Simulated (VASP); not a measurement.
Input of a VASP 6.6.1 run:

The input INCAR:

```
SYSTEM = H
PREC = Accurate
ENCUT = 520
EDIFF = 1E-6
ISMEAR = 0
SIGMA = 0.05
LREAL = .FALSE.
LASPH = .TRUE.
NELM = 80
ALGO = Normal
ISIF = 2
LWAVE = .FALSE.
LCHARG = .FALSE.
GGA = PS
NBANDS = 10
```

Contents of KPOINTS:

```
Automatic mesh
0
G
  9 9 6
  0 0 0
```

Contents of POSCAR:

```
H
1.0
    3.6137010833      0.0000000000      0.0000000000
   -1.8068505416      3.1295569398      0.0000000000
    0.0000000000      0.0000000000      5.6989084129
H
4
Direct
    0.3333333333      0.6666666667      0.1764958800
    0.6666666667      0.3333333333      0.6764958800
    0.6666666667      0.3333333333      0.8235041200
    0.3333333333      0.6666666667      0.3235041200
```

Potentials or basis: VASP PAW PBE potentials, release 64 (H).

Run with:

```bash
$ cat potpaw_PBE.64/H/POTCAR > POTCAR
$ mpirun -np 1 vasp_std > vasp.out
```

Question: Predict the band gap on the k mesh.

Answer: 7.71 eV, indirect (least direct gap 7.82 eV).

Question: Estimate the largest force.

Answer: 2.045 eV/Å.

Question: Predict the pressure.

Answer: -3.0 GPa.

Forces in eV/Å, atoms in the order of the input:
```
H    0.000  0.000  2.045
H    0.000  0.000  2.045
H    0.000  0.000 -2.045
H    0.000  0.000 -2.045
```

Caveat: the PAW data sets were made with another functional, which shifts forces and pressure a little. A k mesh can miss the band edges.
